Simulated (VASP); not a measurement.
# Sn (R-3m) in VASP: further runs

Sn is run at these levels: PBEsol; tasks: electric field gradients.

All numbers are computed with VASP 6.6.1; they aren't measurements. Logs are shortened: lines on timing, memory, paths and dates and some standing lists are left out, and cuts for length are marked.

## Step 1: The cell of the first run

The structure is trigonal, space group R-3m (No. 166). The conventional cell has a = 4.544 Å, b = 4.544 Å, c = 11.468 Å, α = 90.00°, β = 90.00°, γ = 120.00°. Sn (site symmetry 3m) has 4 Sn at 2.79 to 2.87 Å within 3.7 Å.

## Step 2: Electric field gradients, PBEsol (equal xy, yz and zx shear strains of +2 %)

Contents of INCAR:

```
PREC = Accurate
ENCUT = 520
EDIFF = 1E-8
ISMEAR = -1
SIGMA = 0.05
LREAL = False
LASPH = True
NELM = 60
ALGO = Normal
ISIF = 2
LWAVE = False
LCHARG = False
GGA = PS
LEFG = True
NBANDS = 21
```

Contents of KPOINTS:

```
Automatic mesh
0
Gamma
  11 11 11
```

Contents of POSCAR:

```
Sn
1.0
    0.0649120000      3.2780560000      3.2780560000
    3.2780560000      0.0649120000      3.2780560000
    3.2780560000      3.2780560000      0.0649120000
Sn
2
Direct
    0.5000000000      0.5000000000      0.5000000000
    0.7500000000      0.7500000000      0.7500000000
```

Potentials or basis: VASP PAW PBE potentials, release 64 (Sn_d).

Launch:

```console
> cat potpaw_PBE.64/Sn_d/POTCAR > POTCAR
> mpirun -np 1 vasp_std > vasp.out
```

OUTCAR:

```text
PREC = Accurate
   ENCUT = 520
   EDIFF = 1E-8
   ISMEAR = -1
   LREAL = False
   LASPH = True
   NELM = 60
   ISIF = 2
   GGA = PS

 ion  position               nearest neighbor table
   1  0.500  0.500  0.500-   2 2.79   2 2.79   2 2.79   2 2.87
   2  0.750  0.750  0.750-   1 2.79   1 2.79   1 2.79   1 2.87

  LATTYP: Found a trigonal (rhomboedric) cell.
 ALAT       =     4.6363256838
 COS(alpha) =     0.5197000882

  Lattice vectors:

 A1 = (   0.0649120000,   3.2780560000,   3.2780560000)
 A2 = (   3.2780560000,   0.0649120000,   3.2780560000)
 A3 = (   3.2780560000,   3.2780560000,   0.0649120000)

Analysis of symmetry for initial positions (statically):
=====================================================================
 Subroutine PRICEL returns:
 Original cell was already a primitive cell.

 Routine SETGRP: Setting up the symmetry group for a
 trigonal (rhombohedral) supercell.

 Subroutine GETGRP returns: Found 12 space group operations
 (whereof  6 operations were pure point group operations)
 out of a pool of 12 trial point group operations.

The static configuration has the point symmetry C_3v.
 The point group associated with its full space group is D_3d.

Analysis of symmetry for dynamics (positions and initial velocities):
=====================================================================
 Subroutine PRICEL returns:
 Original cell was already a primitive cell.

 Routine SETGRP: Setting up the symmetry group for a
 trigonal (rhombohedral) supercell.

 Subroutine GETGRP returns: Found 12 space group operations
 (whereof  6 operations were pure point group operations)
 out of a pool of 12 trial point group operations.

The dynamic configuration has the point symmetry C_3v.
 The point group associated with its full space group is D_3d.

 Subroutine INISYM returns: Found 12 space group operations
 (whereof  6 operations are pure point group operations),
 and found     1 'primitive' translations

----------------------------------------------------------------------------------------

                                     Primitive cell

  volume of cell :      68.3574

  direct lattice vectors                    reciprocal lattice vectors
     0.064912000  3.278056000  3.278056000    -0.157136425  0.154085232  0.154085232
     3.278056000  0.064912000  3.278056000     0.154085232 -0.157136425  0.154085232
     3.278056000  3.278056000  0.064912000     0.154085232  0.154085232 -0.157136425

  length of vectors
     4.636325684  4.636325684  4.636325684     0.268656609  0.268656609  0.268656609

  position of ions in fractional coordinates (direct lattice)
     0.500000000  0.500000000  0.500000000
     0.750000000  0.750000000  0.750000000

  ion indices of the primitive-cell ions
   primitive index   ion index
                 1           1
                 2           2

----------------------------------------------------------------------------------------

 KPOINTS: Automatic mesh

Automatic generation of k-mesh.
 Grid dimensions read from file:
 generate k-points for:   11   11   11

 Generating k-lattice:

  Cartesian coordinates                     Fractional coordinates (reciprocal lattice)
    -0.014285130  0.014007748  0.014007748     0.090909091  0.000000000  0.000000000
     0.014007748 -0.014285130  0.014007748     0.000000000  0.090909091  0.000000000
     0.014007748  0.014007748 -0.014285130     0.000000000  0.000000000  0.090909091

  Length of vectors
     0.024423328  0.024423328  0.024423328

  Shift w.r.t. Gamma in fractional coordinates (k-lattice)
     0.000000000  0.000000000  0.000000000

 Subroutine IBZKPT returns following result:
 ===========================================

 Found    146 irreducible k-points:

 Following reciprocal coordinates:
            Coordinates               Weight
  0.000000  0.000000  0.000000      1.000000
  0.090909 -0.000000 -0.000000      6.000000
  0.181818  0.000000 -0.000000      6.000000
  0.272727  0.000000  0.000000      6.000000
  0.363636  0.000000  0.000000      6.000000
  0.454545  0.000000  0.000000      6.000000
[... 16 lines left out ...]
 -0.272727  0.181818 -0.000000     12.000000
 -0.181818  0.181818  0.000000      6.000000
 [... further k-points ...]
   k-points           NKPTS =    146   k-points in BZ     NKDIM =    146   number of bands    NBANDS=     21
   number of dos      NEDOS =    301   number of ions     NIONS =      2
   total plane-waves  NPLWV =  46656
   dimension x,y,z NGX =    36 NGY =   36 NGZ =   36
   dimension x,y,z NGXF=    72 NGYF=   72 NGZF=   72
   ions per type =               2
   NGX,Y,Z   is equivalent  to a cutoff of  12.91, 12.91, 12.91 a.u.
   NGXF,Y,Z  is equivalent  to a cutoff of  25.82, 25.82, 25.82 a.u.
 SYSTEM =  unknown system
   PREC   = accura    normal or accurate (medium, high low for compatibility)
   ISTART =      0    job   : 0-new  1-cont  2-samecut
   ICHARG =      2    charge: 1-file 2-atom 10-const
   ISPIN  =      1    spin polarized calculation?
   LNONCOLLINEAR =      F non collinear calculations
   LSORBIT =      F    spin-orbit coupling
   LASPH  =      T    aspherical Exc in radial PAW
   ENCUT  =  520.0 eV  38.22 Ry    6.18 a.u.   8.62  8.62  8.62*2*pi/ulx,y,z
   NELM   =     60;   NELMIN=  2; NELMDL= -5     # of ELM steps
   EDIFF  = 0.1E-07   stopping-criterion for ELM
   LREAL  =      F    real-space projection
   EDIFFG = 0.1E-06   stopping-criterion for IOM
   NSW    =      0    number of steps for IOM
   IBRION =     -1    ionic relax: 0-MD 1-quasi-New 2-CG
   NFREE  =      0    steps in history (QN), initial steepest desc. (CG)
   ISIF   =      2    stress and relaxation
   ISYM   =      2    0-nonsym 1-usesym 2-fastsym
   POTIM  = 0.5000    time-step for ionic-motion
   TEBEG  =    0.0;   TEEND  =   0.0 temperature during run
   PSTRESS=    0.0 pullay stress
   NELECT =      28.0000    total number of electrons
   NUPDOWN=      -1.0000    fix difference up-down
   EMIN   =  10.00;   EMAX   =-10.00  energy-range for DOS
   EFERMI =   0.00;   METHOD = LEGACY
   ISMEAR =    -1;   SIGMA  =   0.05  broadening in eV -4-tet -1-fermi 0-gaus
   EFERMI_NEDOS =   21; number of points for ismear=-14 and -15
   IALGO  =     38    algorithm
   IMIX   =      4    mixing-type and parameters
     AMIX     =   0.40;   BMIX     =  1.00
     AMIX_MAG =   1.60;   BMIX_MAG =  1.00
  volume/ion in A,a.u.               =      34.18       230.65
  Fermi-wavevector in a.u.,A,eV,Ry     =   1.215810  2.297547 20.112045  1.478194
  Thomas-Fermi vector in A             =   2.351185
   LORBIT       =      0    0 simple, 1 ext, 2 COOP (PROOUT), +10 PAW based schemes
   GGA     = PS    functional components
   LHFCALC =     F    Hartree Fock is set to
   AEXX    =    0.0000 exact exchange contribution
   IVDW    =     0    specifies the selected vdW correction
   LEPSILON=     F    determine dielectric tensor
   LRPA    =     F    only Hartree local field effects (RPA)
 non-spin polarized calculation
  energy-cutoff  :      520.00
  volume of cell :       68.36
 maximum number of plane-waves:      1868
   NGX = 17   NGY = 17   NGZ = 17

 number of electron      28.0000008 magnetization

 Free energy of the ion-electron system (eV)
  ---------------------------------------------------
  ext. energy  EPLUGINS =         0.00000000
  ---------------------------------------------------
  free energy    TOTEN  =        -8.44805066 eV

  energy without entropy =       -8.44633037  energy(sigma->0) =       -8.44719052

 E-fermi :   5.4635     XC(G=0):  -9.0643

 val. band max:        5.4404792769   @ k =   0.0909   0.0909   0.0909
 cond. band min:       5.4799193613   @ k =   0.3636   0.0000   0.0000
 fundamental gap:      0.0394400843
 Fermi energy:         5.4634968780

 k-point     1 :       0.0000    0.0000    0.0000
  band No.  band energies     occupation
      1     -16.1350      2.00000
      2     -16.1350      2.00000
      3     -16.0832      2.00000
      4     -16.0573      2.00000
      5     -16.0573      2.00000
      6     -15.7742      2.00000
[... 13 lines left out ...]
     20      13.4596      0.00000
     21      13.4597      0.00000
[... 529 lines left out ...]
 k-point    24 :      -0.1818    0.1818    0.0000
  band No.  band energies     occupation
      1     -16.1697      2.00000
      2     -16.1316      2.00000
      3     -16.1004      2.00000
      4     -16.0106      2.00000
      5     -15.9815      2.00000
      6     -15.8310      2.00000
[... 13 lines left out ...]
     20      13.0778      0.00000
     21      13.4408      0.00000

 [... further k-points ...]

------------------------ aborting loop because EDIFF is reached ----------------------------------------

  FORCE on cell =-STRESS in cart. coord.  units (eV):
  Direction    XX          YY          ZZ          XY          YZ          ZX
  --------------------------------------------------------------------------------------
  -------------------------------------------------------------------------------------
  Total        0.4304051      0.4304051      0.4304051     -0.4176424     -0.4176424     -0.4176424
  in kB       10.0879400     10.0879400     10.0879400     -9.7888033     -9.7888033     -9.7888033
  external PRESSURE =      10.0879400 kB  Pullay stress =       0.0000000 kB

 VOLUME and BASIS-vectors are now :
 -----------------------------------------------------------------------------
  energy-cutoff  :      520.00
  volume of cell :       68.36
      direct lattice vectors                 reciprocal lattice vectors
     0.064912000  3.278056000  3.278056000    -0.157136425  0.154085232  0.154085232
     3.278056000  0.064912000  3.278056000     0.154085232 -0.157136425  0.154085232
     3.278056000  3.278056000  0.064912000     0.154085232  0.154085232 -0.157136425

 POSITION                                       TOTAL-FORCE (eV/Angst)
 -----------------------------------------------------------------------------------
      3.31051      3.31051      3.31051         0.167290      0.167290      0.167290
      4.96577      4.96577      4.96577        -0.167290     -0.167290     -0.167290
 -----------------------------------------------------------------------------------
    total drift:                                0.000000      0.000000      0.000000

  FREE ENERGIE OF THE ION-ELECTRON SYSTEM (eV)
  ---------------------------------------------------
  free  energy   TOTEN  =        -8.4480506577 eV

  energy  without entropy=       -8.4463303728  energy(sigma->0) =       -8.44719052

 Electric field gradients (V/A^2)
---------------------------------------------------------------------
 ion       V_xx      V_yy      V_zz      V_xy      V_xz      V_yz
---------------------------------------------------------------------
   1      -0.000     0.000     0.000    14.438    14.438    14.438
   2      -0.000     0.000     0.000    14.438    14.438    14.438
---------------------------------------------------------------------

 Electric field gradients after diagonalization (V/A^2)
 (convention: |V_zz| > |V_xx| > |V_yy|)
----------------------------------------------------------------------
 ion       V_xx      V_yy      V_zz     asymmetry (V_yy - V_xx)/ V_zz
----------------------------------------------------------------------
   1     -14.438   -14.438    28.876       0.000
   2     -14.438   -14.438    28.876       0.000
----------------------------------------------------------------------

           NMR quadrupolar parameters

 Cq : quadrupolar parameter    Cq=e*Q*V_zz/h
 eta: asymmetry parameters     (V_yy - V_xx)/ V_zz
 Q  : nuclear electric quadrupole moment in mb (millibarn)
----------------------------------------------------------------------
 ion       Cq(MHz)       eta       Q (mb)
----------------------------------------------------------------------
   1       0.070       0.000       1.000
   2       0.070       0.000       1.000
----------------------------------------------------------------------
```

It took 3.1 min on 1 thread of Intel Xeon Platinum 8259CL at 2.50GHz (Skylake/Cascade Lake), shared host; peak memory 0.31 GiB.

Results:

```yaml
Free_energy: -8.4481 eV
Pressure: 1.0 GPa
Largest_force: 0.290 eV/Å
Band_gap_on_the_k_mesh: zero (bands 14 and 15 overlap by 0.21 eV)
Largest_electric_field_gradient_by_atom: Sn +28.9 V/Å²
```

Forces in eV/Å, atoms in the order of the input:
```
Sn   0.167  0.167  0.167
Sn  -0.167 -0.167 -0.167
```

Levels at points of the mesh, in eV from the Fermi level:
```csv
k point,band 10,band 11,band 12,band 13,band 14,band 15,band 16,band 17,band 18,band 19
"(0.00, 0.00, 0.00)",-21.19,-10.61,-0.70,0.07,0.12,0.12,1.96,2.29,2.29,4.89
```

Electric field gradients, principal values (V/Å²):
| atom | least | middle | greatest (by size) |
| --- | --- | --- | --- |
| 1 Sn | -14.438 | -14.438 | 28.876 |
| 2 Sn | -14.438 | -14.438 | 28.876 |

Caveat: the cell differs from its parent crystal (equal xy, yz and zx shear strains of +2 %); without QUAD_EFG the Cq values of the log hold for a quadrupole moment of 1 mb, not for the nuclei; the PAW data sets were made with another functional, which shifts forces and pressure a little; spin-orbit coupling is left out, which moves the levels of the heavy elements.

## Step 3: Electric field gradients, PBEsol (equal xy, yz and zx shear strains of -1 %)

Contents of INCAR:

```
SYSTEM = Sn
PREC = Accurate
ENCUT = 520
EDIFF = 1E-8
ISMEAR = -1
SIGMA = 0.05
LREAL = .False.
LASPH = .True.
NELM = 100
ALGO = Normal
ISIF = 2
LWAVE = .False.
LCHARG = .False.
GGA = PS
LEFG = .True.
NBANDS = 21
```

Contents of KPOINTS:

```
regular mesh
0
Gamma
  11 11 11
  0 0 0
```

Contents of POSCAR:

```
Sn
1.0
   -0.0324560000      3.2293720000      3.2293720000
    3.2293720000     -0.0324560000      3.2293720000
    3.2293720000      3.2293720000     -0.0324560000
Sn
2
Direct
    0.5000000000      0.5000000000      0.5000000000
    0.7500000000      0.7500000000      0.7500000000
```

Potentials or basis: VASP PAW PBE potentials, release 64 (Sn_d).

Launch:

```console
> cat potpaw_PBE.64/Sn_d/POTCAR > POTCAR
> mpirun -np 1 vasp_std > vasp.out
```

OUTCAR:

```text
SYSTEM = Sn
   PREC = Accurate
   ENCUT = 520
   EDIFF = 1E-8
   ISMEAR = -1
   LREAL = .False.
   LASPH = .True.
   NELM = 100
   ISIF = 2
   GGA = PS

 ion  position               nearest neighbor table
   1  0.500  0.500  0.500-   2 2.78   2 2.82   2 2.82   2 2.82
   2  0.750  0.750  0.750-   1 2.78   1 2.82   1 2.82   1 2.82

  LATTYP: Found a trigonal (rhomboedric) cell.
 ALAT       =     4.5671370048
 COS(alpha) =     0.4899250057

  Lattice vectors:

[... 790 lines left out ...]

  FREE ENERGIE OF THE ION-ELECTRON SYSTEM (eV)
  ---------------------------------------------------
  free  energy   TOTEN  =        -8.4573828526 eV

  energy  without entropy=       -8.4555942421  energy(sigma->0) =       -8.45648855

 Electric field gradients (V/A^2)
---------------------------------------------------------------------
 ion       V_xx      V_yy      V_zz      V_xy      V_xz      V_yz
---------------------------------------------------------------------
   1      -0.000     0.000     0.000    -7.481    -7.481    -7.481
   2      -0.000     0.000     0.000    -7.481    -7.481    -7.481
---------------------------------------------------------------------

 Electric field gradients after diagonalization (V/A^2)
 (convention: |V_zz| > |V_xx| > |V_yy|)
----------------------------------------------------------------------
 ion       V_xx      V_yy      V_zz     asymmetry (V_yy - V_xx)/ V_zz
----------------------------------------------------------------------
   1       7.481     7.481   -14.963       0.000
   2       7.481     7.481   -14.963       0.000
----------------------------------------------------------------------

           NMR quadrupolar parameters

 Cq : quadrupolar parameter    Cq=e*Q*V_zz/h
 eta: asymmetry parameters     (V_yy - V_xx)/ V_zz
 Q  : nuclear electric quadrupole moment in mb (millibarn)
----------------------------------------------------------------------
 ion       Cq(MHz)       eta       Q (mb)
----------------------------------------------------------------------
   1      -0.036       0.000       1.000
   2      -0.036       0.000       1.000
----------------------------------------------------------------------
```

Run time: 3.1 min. Hardware: 1 thread of Intel Xeon Platinum 8259CL at 2.50GHz (Skylake/Cascade Lake), shared host; peak memory 0.31 GiB.

Results:

```yaml
Free_energy: -8.4574 eV
Pressure: 0.9 GPa
Largest_force: 0.167 eV/Å
Band_gap_on_the_k_mesh: zero (bands 14 and 15 overlap by 0.22 eV)
Largest_electric_field_gradient_by_atom: Sn -15.0 V/Å²
```

Forces on the atoms (eV/Å):
```
Sn  -0.096 -0.096 -0.096
Sn   0.096  0.096  0.096
```

Stress tensor (GPa, compression positive):
```
0.95 0.53 0.53
0.53 0.95 0.53
0.53 0.53 0.95
```

Levels at points of the mesh, in eV from the Fermi level:
```csv
k point,band 11,band 12,band 13,band 14,band 15,band 16,band 17,band 18
"(0.00, 0.00, 0.00)",-10.62,-0.69,0.09,0.09,0.11,2.10,2.10,2.29
```

Electric field gradients, principal values (V/Å²):
| atom | least | middle | greatest (by size) |
| --- | --- | --- | --- |
| 1 Sn | 7.481 | 7.481 | -14.963 |
| 2 Sn | 7.481 | 7.481 | -14.963 |

Caveat: the cell differs from its parent crystal (equal xy, yz and zx shear strains of -1 %); without QUAD_EFG the Cq values of the log hold for a quadrupole moment of 1 mb, not for the nuclei; the PAW data sets were made with another functional, which shifts forces and pressure a little; spin-orbit coupling is left out, which moves the levels of the heavy elements.
